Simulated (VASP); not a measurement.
Input of a VASP 6.6.1 run:

Contents of POSCAR:

```
SrTe
1.0
    0.0000000000      3.2349999084      3.2349999084
    3.2349999084      0.0000000000      3.2349999084
    3.2349999084      3.2349999084      0.0000000000
Sr Te
1 1
Direct
    0.5000000000      0.5000000000      0.5000000000
    0.0000000000      0.0000000000      0.0000000000
```

INCAR.step1

```
PREC = Accurate ; ENCUT = 550
ISMEAR = 0 ; SIGMA = 0.05
LREAL = False ; LASPH = True
NELM = 120 ; NBANDS = 15
GGA = PE ; ALGO = Normal
EDIFF = 1E-5 ; LWAVE = True
LCHARG = False ; GGA_COMPAT = False
```

File INCAR.step2:

```
PREC = Accurate ; ENCUT = 550
EDIFF = 1E-6 ; ISMEAR = 0
SIGMA = 0.05 ; LREAL = False
LASPH = True ; NELM = 120
ALGO = Normal ; ISIF = 2
LWAVE = False ; LCHARG = True
METAGGA = R2SCAN ; LMIXTAU = True
LELF = True ; LVHAR = True
NBANDS = 15 ; ISTART = 1
GGA_COMPAT = False
```

The input KPOINTS:

```
regular mesh
0
Gamma
  6 6 6
```

Potentials or basis: VASP PAW PBE potentials, release 64 (Sr_sv, Te).

The run is started by

```bash
$ cat potpaw_PBE.64/Sr_sv/POTCAR potpaw_PBE.64/Te/POTCAR > POTCAR
$ cp INCAR.step1 INCAR
$ mpirun -np 1 vasp_std > vasp.out
$ cp INCAR.step2 INCAR
$ mpirun -np 1 vasp_std > vasp.out
```

(1) What does it give for the pressure?

(2) What does it give for the band gap on the k mesh?

Results:

(1) 4.9 GPa.

(2) 1.84 eV (least direct gap 2.66 eV).

Caveat: the cell stands under pressure; the PAW data sets were made with another functional, which shifts forces and pressure a little; spin-orbit coupling is left out, which moves the levels of the heavy elements.
